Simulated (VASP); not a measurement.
Input of a VASP 6.6.1 run:

INCAR

```
PREC     = Accurate       # precision mode
ENCUT    = 520            # plane-wave cutoff, eV
EDIFF    = 1E-6           # SCF threshold, eV
ISMEAR   = -1             # smearing method
SIGMA    = 0.05           # smearing width, eV
LREAL    = F              # projectors in reciprocal space
LASPH    = T              # aspherical terms in the spheres
NELM     = 80             # most SCF steps
ALGO     = Normal         # electronic algorithm
ISIF     = 2              # what is computed and relaxed
LWAVE    = F              # write WAVECAR
LCHARG   = F              # write CHGCAR
GGA      = RE             # functional
IVDW     = 12             # dispersion correction
NBANDS   = 25             # bands
```

File KPOINTS:

```
Automatic mesh
0
Gamma
  10 10 5
```

Contents of POSCAR:

```
CuO
1.0
    2.0522070999     -2.0436168346      0.1582398579
    2.0522070999      2.0436168346      0.1582398579
   -0.4031324748      0.0000000000      5.1524302789
Cu O
2 2
Direct
    0.5000000000      0.0000000000      0.5000000000
    0.0000000000      0.5000000000      0.0000000000
    0.4996618142      0.5003381858      0.7500000000
    0.5003381858      0.4996618142      0.2500000000
```

Potentials or basis: VASP PAW PBE potentials, release 64 (Cu, O).

Run with:

```console
$ cat potpaw_PBE.64/Cu/POTCAR potpaw_PBE.64/O/POTCAR > POTCAR
$ mpirun -np 1 vasp_std > vasp.out
```

(1) Estimate the dispersion energy per atom.

(2) What does it give for the band gap on the k mesh?

(3) Predict the pressure.

Answers

(1) -0.520 eV.

(2) zero (bands 17 and 18 overlap by 0.92 eV).

(3) 0.8 GPa.

Caveat: the PAW data sets were made with another functional, which shifts forces and pressure a little; semilocal functionals often make such compounds metallic where correlation or magnetic order opens a gap, which also shifts bond lengths.
